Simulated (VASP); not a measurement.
# Cu64H (a cell with a defect) in VASP: notebook, part 2 of 2

VASP 6.6.1. Earlier steps stand in the parts before.

**3. Single point, PBE**

INCAR reads:

```
SYSTEM = Cu64H
PREC = Accurate
ENCUT = 520
EDIFF = 1E-6
ISMEAR = 1
SIGMA = 0.1
LREAL = Auto
LASPH = .True.
NELM = 100
ALGO = Normal
ISIF = 2
LWAVE = .False.
LCHARG = .True.
GGA = PE
LELF = .True.
LVHAR = .True.
NBANDS = 390
LUSENCCL = .False.
```

KPOINTS reads:

```
Automatic mesh
0
Gamma
  2 2 2
  0 0 0
```

POSCAR reads:

```
Cu64H
1.0
    0.0000000000      7.2607001300      7.2607001300
    7.2607001300      0.0000000000      7.2607001300
    7.2607001300      7.2607001300      0.0000000000
Cu H
64 1
Direct
   -0.0001718843      0.0012582809     -0.0018308152
   -0.0008333907      0.0006148167      0.2495074810
    0.0001919925      0.0017308248      0.4972834486
   -0.0001935075      0.0013340311      0.7480841934
   -0.0022634870      0.2506180489      0.0003716584
    0.0012019502      0.2515885476      0.2461842478
    0.0001921991      0.2513537906      0.4972820025
   -0.0026172407      0.2510074741      0.7486388231
   -0.0022606635      0.5018389322      0.0003682840
   -0.0008318068      0.5012758322      0.2495060349
   -0.0008741581      0.5006784380      0.4999619782
   -0.0026383131      0.5013663882      0.7504675723
   -0.0001724352      0.7513100531     -0.0018298511
   -0.0002921206      0.7507394469      0.2493785678
   -0.0008743647      0.7507963974      0.4999627357
   -0.0026111807      0.7535256796      0.7486396494
    0.2492062704     -0.0008313248      0.0003609845
    0.2500992972      0.0027037338      0.2461740559
    0.2498395427      0.0017213216      0.4972768377
    0.2495532067     -0.0011642128      0.7486375835
    0.2510544393      0.2525370787     -0.0055726031
    0.2500995038      0.2515853110      0.2461734362
    0.2491020794      0.2505792096      0.4973420518
    0.2418094631      0.2431890821      0.7495040289
    0.2492045488      0.5018279828      0.0003607779
    0.2494185778      0.5003815658      0.2502164347
    0.2475853524      0.5015912976      0.4997909203
    0.2418167626      0.5160452757      0.7495005857
    0.2492005547      0.7505274150      0.0003078904
    0.2494191287      0.7505460083      0.2502173988
    0.2491026303      0.7535351140      0.4973431536
    0.2495520360      0.7535294671      0.7486382033
    0.5003619396     -0.0008226479      0.0003875659
    0.4997858244      0.0006287272      0.2495224934
    0.4992037868      0.0005773548      0.4999750623
    0.4999389776     -0.0012420290      0.7504818960
    0.5003613887      0.2506356092      0.0003907337
    0.4989341159      0.2508373803      0.2502485941
    0.5001205717      0.2490205445      0.4998263852
    0.5144495618      0.2432602874      0.7495888692
    0.4991708010      0.5005761752      0.0004778465
    0.4985641102      0.4999844967      0.2520326507
    0.5001259431      0.5015968756      0.4998188102
    0.4999426274      0.5013867030      0.7504803122
    0.4991716963      0.7503419646      0.0004765381
    0.4989357686      0.7505462149      0.2502455641
    0.4992048887      0.7508102390      0.4999736850
    0.4991700435      0.7505540654      0.7502863226
    0.7498232130      0.0012841048     -0.0018260636
    0.7492937875      0.0011258556      0.2493844213
    0.7493191982      0.0005748757      0.4999756132
    0.7519906348     -0.0011115319      0.7486559702
    0.7490884354      0.2506008329      0.0003288250
    0.7490896749      0.2508312514      0.2502551362
    0.7519744518      0.2505857517      0.4974151164
    0.7519924253      0.2510259985      0.7486555570
    0.7489533244      0.5005659833      0.0004817029
    0.7490931870      0.5003905870      0.2502510732
    0.7493229169      0.5006955163      0.4999731341
    0.7491264482      0.5005964211      0.7502953438
    0.7490907079      0.7505477299      0.0003264148
    0.7492946138      0.7507625163      0.2493837326
    0.7490469793      0.7504978036      0.5005243895
    0.7491275500      0.7505479365      0.7502950683
    0.3347331465      0.3363343695      0.7431254429
```

Potentials or basis: VASP PAW PBE potentials, release 64 (Cu, H).

Started as:

```console
$ cat potpaw_PBE.64/Cu/POTCAR potpaw_PBE.64/H/POTCAR > POTCAR
$ mpirun -np 1 vasp_std > vasp.out
```

Wall time 5.4 min (1 × NVIDIA H100 80GB with 1 thread of AMD EPYC 7R13 (Zen 3), shared host); peak memory 2.8 GiB.

It converged, with:

```
Free energy            : -239.4001 eV
Pressure               : 2.0 GPa
Largest force          : 0.015 eV/Å
Band gap on the k mesh : zero (an odd number of electrons rules out a gap without spin polarisation)
```

Forces in eV/Å, atoms in the order of the input:
```
Cu   0.000  0.000  0.001
Cu   0.000  0.000  0.000
Cu  -0.001  0.000  0.000
Cu  -0.002 -0.001  0.002
Cu   0.000  0.000  0.000
Cu  -0.001  0.000  0.001
Cu   0.000  0.000  0.001
Cu  -0.001  0.002  0.002
Cu   0.000  0.000  0.000
Cu   0.001  0.000  0.000
Cu   0.000  0.001  0.000
Cu   0.000  0.000  0.000
Cu   0.000  0.000  0.000
Cu   0.000  0.001  0.000
Cu   0.000  0.001  0.000
Cu  -0.002  0.002  0.001
Cu   0.001 -0.001 -0.001
Cu   0.000  0.000  0.000
Cu  -0.001  0.000  0.001
Cu   0.002 -0.001  0.002
Cu  -0.002 -0.002  0.002
Cu   0.000  0.000  0.000
Cu   0.001  0.001 -0.001
Cu  -0.005 -0.007 -0.012
Cu   0.001 -0.001  0.000
Cu   0.001  0.000  0.000
Cu   0.001  0.002 -0.001
Cu   0.012 -0.007  0.005
Cu   0.000  0.001  0.000
Cu   0.000  0.000 -0.001
Cu   0.001  0.001 -0.001
Cu  -0.002 -0.001 -0.002
Cu   0.001  0.000  0.000
Cu   0.000  0.001  0.000
Cu   0.000  0.001  0.000
Cu   0.000 -0.001 -0.001
Cu   0.000  0.000  0.000
Cu   0.000  0.000  0.000
Cu   0.002  0.000 -0.001
Cu  -0.007  0.011  0.007
Cu   0.001  0.001 -0.001
Cu   0.000  0.000  0.000
Cu   0.001  0.000 -0.001
Cu   0.001 -0.001  0.000
Cu   0.001  0.001 -0.001
Cu   0.000  0.000  0.000
Cu   0.000  0.001 -0.001
Cu   0.000  0.001  0.000
Cu   0.000  0.000  0.000
Cu   0.001 -0.001  0.000
Cu   0.000  0.000  0.000
Cu   0.000 -0.001  0.001
Cu   0.001  0.000  0.001
Cu   0.000  0.000  0.000
Cu  -0.001  0.000  0.001
Cu  -0.001 -0.001  0.000
Cu   0.001  0.001 -0.001
Cu   0.000  0.000  0.000
Cu   0.000  0.000  0.000
Cu   0.001  0.000  0.000
Cu  -0.001  0.000 -0.001
Cu   0.000  0.000 -0.001
Cu   0.000  0.000  0.000
Cu   0.000  0.000 -0.001
H   -0.004 -0.002  0.005
```

Stress tensor (GPa, compression positive):
```
 2.01 -0.16  0.17
-0.16  2.00  0.16
 0.17  0.16  2.01
```

Levels at points of the mesh, in eV from the Fermi level:
| k point | band 349 | band 350 | band 351 | band 352 | band 353 | band 354 | band 355 | band 356 | band 357 | band 358 |
| --- | --- | --- | --- | --- | --- | --- | --- | --- | --- | --- |
| (0.00, 0.00, 0.00) | -0.22 | -0.22 | -0.22 | 0.47 | 0.97 | 0.97 | 0.98 | 0.98 | 0.98 | 1.00 |
| (0.50, 0.00, 0.00) | -0.06 | -0.06 | -0.06 | -0.06 | -0.05 | -0.05 | 0.14 | 0.20 | 0.22 | 0.22 |
| (0.00, 0.50, 0.00) | -0.06 | -0.06 | -0.06 | -0.06 | -0.05 | -0.05 | 0.14 | 0.20 | 0.22 | 0.22 |
| (0.00, 0.00, 0.50) | -0.06 | -0.06 | -0.05 | -0.05 | -0.05 | -0.05 | 0.10 | 0.21 | 0.21 | 0.22 |
| (0.50, 0.50, 0.50) | -0.06 | -0.06 | -0.06 | -0.06 | -0.05 | -0.05 | 0.14 | 0.20 | 0.22 | 0.22 |
| (0.50, 0.50, 0.00) | -0.34 | -0.34 | -0.34 | -0.33 | 0.14 | 0.28 | 0.30 | 0.30 | 0.31 | 0.31 |
| (0.00, 0.50, 0.50) | -0.34 | -0.34 | -0.34 | -0.33 | 0.14 | 0.28 | 0.30 | 0.30 | 0.31 | 0.31 |
| (0.50, 0.00, 0.50) | -0.34 | -0.34 | -0.34 | -0.33 | 0.14 | 0.28 | 0.30 | 0.30 | 0.31 | 0.31 |

Caveat: the k points lie up to 0.37 Å⁻¹ apart, too coarse for converged energies and pressures of a metal.

**4. Single point, PBE**

INCAR reads:

```
SYSTEM = Cu64H
  ALGO = Normal
  EDIFF = 1E-7
  ENCUT = 520
  GGA = PE
  ISIF = 2
  ISMEAR = 1
  LASPH = .True.
  LCHARG = .True.
  LELF = .True.
  LREAL = Auto
  LUSENCCL = .False.
  LVHAR = .True.
  LWAVE = .False.
  NBANDS = 390
  NELM = 80
  PREC = Accurate
  SIGMA = 0.1
```

KPOINTS reads:

```
k-points
0
Gamma
  2 2 2
  0 0 0
```

POSCAR reads:

```
Cu64H
1.0
    0.0000000000      7.2607001300      7.2607001300
    7.2607001300      0.0000000000      7.2607001300
    7.2607001300      7.2607001300      0.0000000000
Cu H
64 1
Direct
   -0.0003243489      0.0012772873     -0.0014325065
   -0.0002160260      0.0013623342      0.2488178093
   -0.0022853857      0.0010349553      0.5005732829
   -0.0019443717      0.0013787238      0.7497616487
   -0.0019283264      0.2507528155      0.0001068767
   -0.0041027724      0.2505813444      0.2535084726
   -0.0022800143      0.2512449857      0.5005743847
   -0.0019077361      0.2512049069      0.7489603485
   -0.0019109039      0.5016330980      0.0000956519
   -0.0002127894      0.5006024123      0.2488151236
   -0.0000845648      0.5010456202      0.4981162884
   -0.0019602104      0.5025060166      0.7475213689
   -0.0003189086      0.7510473374     -0.0014361563
    0.0007813985      0.7509995458      0.2477852642
   -0.0000830498      0.7514922669      0.4981160130
   -0.0019115236      0.7523246935      0.7489562856
    0.2493510223     -0.0002476345     -0.0000902117
    0.2484036619     -0.0018644896      0.2533768737
    0.2483677838      0.0008701640      0.5004686786
    0.2489444499      0.0005744625      0.7490314849
    0.2433537356      0.2445021097      0.0181828884
    0.2484042816      0.2506525497      0.2533729485
    0.2490186163      0.2512715671      0.4987701510
    0.2458699530      0.2481899772      0.7454811386
    0.2493542589      0.5015442636     -0.0001008856
    0.2502260068      0.5011234364      0.2482384574
    0.2496789521      0.5020028282      0.4968833495
    0.2458719501      0.5110692404      0.7454415419
    0.2503280631      0.7512367819     -0.0022413816
    0.2502260756      0.7509725512      0.2482394904
    0.2490199936      0.7515269054      0.4987548632
    0.2489484440      0.7520302316      0.7490292813
    0.4994644366     -0.0002486675      0.0003515501
    0.4984002142      0.0015383503      0.2490907857
    0.4988293739      0.0017037613      0.4983217094
    0.4998081363      0.0003620863      0.7478474393
    0.4994614755      0.2510030668      0.0003543735
    0.4996748158      0.2514745090      0.2484304499
    0.4996858340      0.2513563386      0.4973253179
    0.5029229185      0.2498543484      0.7479530077
    0.4999069559      0.5013101264     -0.0024221493
    0.5000589385      0.5013595018      0.2477913931
    0.4996925138      0.5022094887      0.4973179494
    0.4998121992      0.5025611077      0.7478448914
    0.4999104680      0.7517739202     -0.0024227691
    0.4996804626      0.7509890097      0.2484238390
    0.4988323351      0.7517186913      0.4983187482
    0.4997558686      0.7515661578      0.7476913249
    0.7490261135      0.0013657085     -0.0011845965
    0.7494384016      0.0020334816      0.2479370402
    0.7493489474      0.0016381340      0.4982475430
    0.7477941387      0.0018163538      0.7493263601
    0.7496041570      0.2517217303     -0.0021637032
    0.7493072848      0.2515456454      0.2485010354
    0.7473009356      0.2516644356      0.4999443490
    0.7477972376      0.2516394380      0.7493275308
    0.7505516551      0.5012431907     -0.0024622281
    0.7493156862      0.5012135792      0.2484942867
    0.7493537679      0.5013369145      0.4982460280
    0.7496150375      0.5014151438      0.7477674195
    0.7496122829      0.7514083907     -0.0021687991
    0.7494419825      0.7511588968      0.2479324952
    0.7496832816      0.7514331128      0.4980227024
    0.7496144177      0.7517817018      0.7477640452
    0.2995832993      0.3132637982      0.8245116026
```

Started as:

```console
$ cat potpaw_PBE.64/Cu/POTCAR potpaw_PBE.64/H/POTCAR > POTCAR
$ mpirun -np 1 vasp_std > vasp.out
```

Run time: 6.2 min. Hardware: 1 × NVIDIA H100 80GB with 1 thread of AMD EPYC 7R13 (Zen 3), shared host; peak memory 2.8 GiB.

The run converged. Its results:

```yaml
Free_energy: -239.4959 eV
Pressure: 2.0 GPa
Largest_force: 0.213 eV/Å
Band_gap_on_the_k_mesh: zero (an odd number of electrons rules out a gap without spin polarisation)
```

Forces in eV/Å, atoms in the order of the input:
```
Cu   0.002 -0.002 -0.002
Cu   0.004  0.000 -0.006
Cu  -0.003 -0.001  0.004
Cu  -0.001  0.001  0.001
Cu   0.003 -0.002 -0.001
Cu  -0.012 -0.004  0.012
Cu  -0.004 -0.001  0.003
Cu   0.004 -0.002 -0.003
Cu   0.001 -0.003 -0.003
Cu   0.006  0.000 -0.004
Cu   0.005  0.001 -0.005
Cu   0.005  0.011 -0.005
Cu   0.002 -0.002 -0.002
Cu   0.004  0.000 -0.004
Cu   0.006  0.001 -0.005
Cu   0.003 -0.002 -0.004
Cu   0.004 -0.001 -0.003
Cu  -0.002 -0.011  0.011
Cu  -0.003 -0.002  0.003
Cu  -0.002  0.000 -0.004
Cu  -0.021 -0.033  0.021
Cu  -0.012 -0.011  0.002
Cu  -0.002 -0.005 -0.003
Cu   0.000 -0.003 -0.017
Cu   0.004 -0.001 -0.004
Cu   0.004  0.001 -0.005
Cu   0.009  0.001 -0.009
Cu   0.018 -0.003  0.000
Cu   0.006  0.002 -0.006
Cu   0.005  0.001 -0.003
Cu   0.003 -0.005  0.002
Cu   0.004  0.000  0.002
Cu   0.002  0.000  0.000
Cu   0.001  0.005 -0.001
Cu   0.004  0.004 -0.003
Cu   0.005  0.007 -0.004
Cu   0.000  0.000 -0.002
Cu   0.006 -0.001 -0.004
Cu   0.003  0.004 -0.004
Cu  -0.003  0.014  0.003
Cu   0.006  0.002 -0.005
Cu   0.009  0.003 -0.009
Cu   0.004  0.004 -0.003
Cu   0.004  0.007 -0.005
Cu   0.005  0.002 -0.007
Cu   0.005 -0.001 -0.006
Cu   0.003  0.004 -0.004
Cu   0.006  0.002 -0.007
Cu   0.000 -0.002  0.000
Cu   0.004  0.001 -0.003
Cu   0.006  0.003 -0.003
Cu  -0.005  0.009  0.001
Cu   0.006  0.002 -0.006
Cu   0.006  0.001 -0.003
Cu  -0.006  0.007  0.006
Cu  -0.001  0.009  0.005
Cu   0.006  0.001 -0.006
Cu   0.003  0.001 -0.006
Cu   0.003  0.003 -0.006
Cu   0.006  0.003 -0.005
Cu   0.006  0.002 -0.006
Cu   0.003  0.001 -0.004
Cu   0.006  0.004 -0.006
Cu   0.005  0.004 -0.006
H   -0.150 -0.029  0.149
```

Stress tensor (GPa, compression positive):
```
 2.04  0.08 -0.01
 0.08  2.06 -0.08
-0.01 -0.08  2.04
```

Levels at points of the mesh, in eV from the Fermi level:
```csv
k point,band 351,band 352,band 353,band 354,band 355,band 356
"(0.00, 0.00, 0.00)",-0.22,0.42,0.96,0.98,0.99,0.99
"(0.50, 0.00, 0.00)",-0.06,-0.05,-0.05,-0.05,0.13,0.21
"(0.00, 0.50, 0.00)",-0.06,-0.06,-0.05,-0.05,0.13,0.21
"(0.00, 0.00, 0.50)",-0.06,-0.06,-0.05,-0.05,0.14,0.21
"(0.50, 0.50, 0.50)",-0.06,-0.06,-0.05,-0.05,0.13,0.21
"(0.50, 0.50, 0.00)",-0.34,-0.33,0.12,0.28,0.29,0.31
"(0.00, 0.50, 0.50)",-0.34,-0.33,0.12,0.28,0.29,0.31
"(0.50, 0.00, 0.50)",-0.34,-0.33,0.12,0.29,0.29,0.31
```

Caveat: the k points lie up to 0.37 Å⁻¹ apart, too coarse for converged energies and pressures of a metal.

**5. The runs side by side**

```tsv
cell	gap on the mesh (eV)	pressure (GPa)	largest force (eV/Å)
as given, atomic positions A	none	2.0	0.46
as given, atomic positions B	none	2.0	0.01
as given, atomic positions C	none	2.0	0.21
```

Alike in all rows: task single point; level PBE; potentials or basis VASP PAW PBE potentials, release 64 (Cu, H); no spin polarisation; k mesh 2 × 2 × 2; cutoff (eV) 520; smearing methfessel-paxton 0.1 eV.

Caveats: all runs use coarse meshes.

Absolute energies hang on the potentials; compare differences alone.
